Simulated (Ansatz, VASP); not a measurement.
# One calculation of Sn3C, two programs

```xyz
4
Lattice="-2.8426 2.8426 2.8426 2.8426 -2.8426 2.8426 2.8426 2.8426 -2.8426" Properties=species:S:1:pos:R:3 pbc="T T T"
Sn    2.8426    0.0000    0.0000
Sn    0.0000    2.8426    0.0000
Sn    0.0000    0.0000    2.8426
C     0.0000    0.0000    0.0000
```

Alike in both runs: functional PBE; k mesh 4 × 4 × 4; occupations gaussian, width 0.1 eV; no spin polarisation.

Ansatz relaxed the structure, and its values are those at the end. VASP's run is a single point on that final structure, the one shown.

|  | VASP | Ansatz |
| --- | --- | --- |
| version | VASP 6.6.1 | Ansatz 0.2.0 |
| potentials or method | VASP PAW PBE potentials, release 64 (Sn_d, C), cutoff 520 eV | scalar-relativistic, plane waves, PAW |
| valence electrons in the cell | 46 | 46 |

Ansatz gave:

| Item | Value |
| --- | --- |
| gap on the k mesh at the Fermi level (eV) | none |
| pressure (GPa) | 0.2 |

Q: What did VASP give for the same quantities?

A: gap on the k mesh at the Fermi level (eV): none; pressure (GPa): 0.1.

A gap of «none» marks a metal or a gap that the smearing closes. With one functional, cell and mesh, what is left measures potentials, basis and numerics.

The k mesh is coarse, so the values compare programs but aren't converged.
